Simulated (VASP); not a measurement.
A run of VASP 6.6.1 is set up as follows.

The input POSCAR:

```
CaO
1.0
    0.0000000000      2.3975473901      2.3975473901
    2.3975473901      0.0000000000      2.3975473901
    2.3975473901      2.3975473901      0.0000000000
Ca O
1 1
Direct
    0.0000000000      0.0000000000      0.0000000000
    0.5000000000      0.5000000000      0.5000000000
```

File INCAR.step1:

```
SYSTEM = CaO
PREC = Accurate ; ENCUT = 520
EDIFF = 1E-5 ; ISMEAR = 0
SIGMA = 0.01 ; LREAL = .FALSE.
LASPH = .TRUE. ; NELM = 100
ALGO = Normal ; ISIF = 2
LWAVE = .TRUE. ; LCHARG = .FALSE.
GGA = PE ; NBANDS = 15
```

Contents of INCAR.step2:

```
SYSTEM = CaO
PREC = Accurate ; ENCUT = 520
EDIFF = 1E-7 ; ISMEAR = 0
SIGMA = 0.01 ; LREAL = .FALSE.
LASPH = .TRUE. ; NELM = 100
ALGO = Normal ; ISIF = 2
LWAVE = .FALSE. ; LCHARG = .FALSE.
GGA = PE ; LHFCALC = .TRUE.
AEXX = 0.5 ; HFSCREEN = 0.2078
PRECFOCK = Normal ; ISTART = 1
NBANDS = 15
```

Contents of KPOINTS:

```
regular mesh
0
G
  4 4 4
  0 0 0
```

Potentials or basis: VASP PAW PBE potentials, release 64 (Ca_sv, O).

Run with:

```bash
$ cat potpaw_PBE.64/Ca_sv/POTCAR potpaw_PBE.64/O/POTCAR > POTCAR
$ cp INCAR.step1 INCAR
$ mpirun -np 1 vasp_std > vasp.out
$ cp INCAR.step2 INCAR
$ mpirun -np 1 vasp_std > vasp.out
```

Q: Predict the band gap on the k mesh.

A: 7.06 eV (least direct gap 7.52 eV).

Q: What does it give for the pressure?

A: -1.1 GPa.

Caveat: the k points lie up to 0.57 Å⁻¹ apart; the PAW data sets were made with another functional, which shifts forces and pressure a little. A k mesh can miss the band edges.
